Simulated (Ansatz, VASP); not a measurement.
## BeS in VASP and in Ansatz

```
CELL_PARAMETERS angstrom
-3.37489 3.37489 2.83876
3.37489 -3.37489 2.83876
3.37489 3.37489 -2.83876
ATOMIC_POSITIONS crystal
Be 0.54576 0.04576 0.22233
Be 0.82343 0.32343 0.77767
Be 0.04576 0.82343 0.50000
Be 0.32343 0.54576 0.50000
S 0.65757 0.47324 0.50000
S 0.97324 0.15757 0.50000
S 0.15757 0.65757 0.18433
S 0.47324 0.97324 0.81567
```

Alike in both runs: functional PBE; k mesh 6 × 6 × 6; no spin polarisation.

Ansatz relaxed the structure, and its values are those at the end. VASP's run is a single point on that final structure, the one shown.

|  | VASP | Ansatz |
| --- | --- | --- |
| version | VASP 6.6.1 | Ansatz 0.2.0 |
| potentials or method | VASP PAW PBE potentials, release 64 (Be, S), cutoff 520 eV | scalar-relativistic, plane waves, PAW |
| occupations | gaussian, width 0.01 eV | fixed |
| valence electrons in the cell | 32 | 32 |

|  | VASP | Ansatz | Ansatz less VASP |
| --- | --- | --- | --- |
| gap on the k mesh at the Fermi level (eV) | 4.06 | 4.04 | -0.012 |
| least direct gap on the mesh (eV) | 4.06 | 4.04 | -0.012 |
| pressure (GPa) | 0.0 | 0.0 | 0.00 |
